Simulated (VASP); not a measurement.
A run of VASP 6.6.1:

Contents of INCAR:

```
SYSTEM = Zr
PREC = Accurate ; ENCUT = 600
EDIFF = 1E-6 ; ISMEAR = 0
SIGMA = 0.1 ; LREAL = .False.
LASPH = .True. ; NELM = 60
ALGO = Fast ; ISIF = 4
LWAVE = .False. ; LCHARG = .False.
GGA = PS ; IBRION = 2
NSW = 50 ; EDIFFG = -0.01
```

File KPOINTS:

```
regular mesh
0
Gamma
  18 18 8
  0 0 0
```

Contents of POSCAR:

```
Zr
1.0
    3.0781410775      0.0000000000      0.0000000000
   -1.5390705388      2.6657483696      0.0000000000
    0.0000000000      0.0000000000      4.9832212345
Zr
2
Direct
    0.3333333333      0.6666666667      0.2500000000
    0.6666666667      0.3333333333      0.7500000000
```

Potentials or basis: VASP PAW PBE potentials, release 64 (Zr_sv).

Command:

```bash
$ cat potpaw_PBE.64/Zr_sv/POTCAR > POTCAR
$ mpirun -np 1 vasp_std > vasp.out
```

Hardware: 1 thread of Intel(R) Xeon(R) 6975P-C (Granite Rapids) (shared host).

Question: Estimate the wall time of this run.

Answer: Wall time 3.9 min on 1 thread of Intel(R) Xeon(R) 6975P-C (Granite Rapids), with other jobs on the host, peak memory 0.27 GiB. Counts: scf iterations 47, k points 185, ion steps 5.
